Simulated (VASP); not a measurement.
Set up this calculation in VASP 6.6.1, as the native input.

```
Task                   : single point
Functional             : LDA
Potentials or basis    : VASP PAW LDA potentials, release 64 (Rb_sv)
Cutoff                 : 520 eV
k mesh                 : 11 × 11 × 11
Occupations            : fermi-dirac, width 0.05 eV
Spin                   : no spin polarisation
Dipole correction      : no
Further INCAR settings : ALGO = Normal; EDIFF = 1e-06; NBANDS = 10
```

The structure of Rb lies in POSCAR:

```
Rb
1.0
   -2.1318555983      2.1318555983      2.1318555983
    2.1318555983     -2.1318555983      2.1318555983
    2.1318555983      2.1318555983     -2.1318555983
Rb
1
Direct
    0.0000000000      0.0000000000      0.0000000000
```

This cell differs from its parent crystal: volume scaled by 0.5.

These files were run (other wordings do the same):

INCAR

```
SYSTEM = Rb
PREC     = Accurate       ! precision mode
ENCUT    = 520            ! plane-wave cutoff, eV
EDIFF    = 1E-6           ! SCF threshold, eV
ISMEAR   = -1             ! smearing method
SIGMA    = 0.05           ! smearing width, eV
LREAL    = .False.        ! projectors in reciprocal space
LASPH    = .True.         ! aspherical terms in the spheres
NELM     = 100            ! most SCF steps
ALGO     = Normal         ! electronic algorithm
ISIF     = 2              ! what is computed and relaxed
LWAVE    = .False.        ! write WAVECAR
LCHARG   = .False.        ! write CHGCAR
GGA      = CA             ! functional
NBANDS   = 10             ! bands
```

KPOINTS

```
regular mesh
0
Gamma
  11 11 11
  0 0 0
```

Potentials or basis: VASP PAW LDA potentials, release 64 (Rb_sv).

Command:

```sh
$ cat potpaw_LDA.64/Rb_sv/POTCAR > POTCAR
$ mpirun -np 1 vasp_std > vasp.out
```

Results of the run:

The pressure is 8.1 GPa.

Run time: 6.5 s on 1 thread of Intel(R) Xeon(R) 6975P-C (Granite Rapids), on a shared host, peak memory 0.15 GiB.
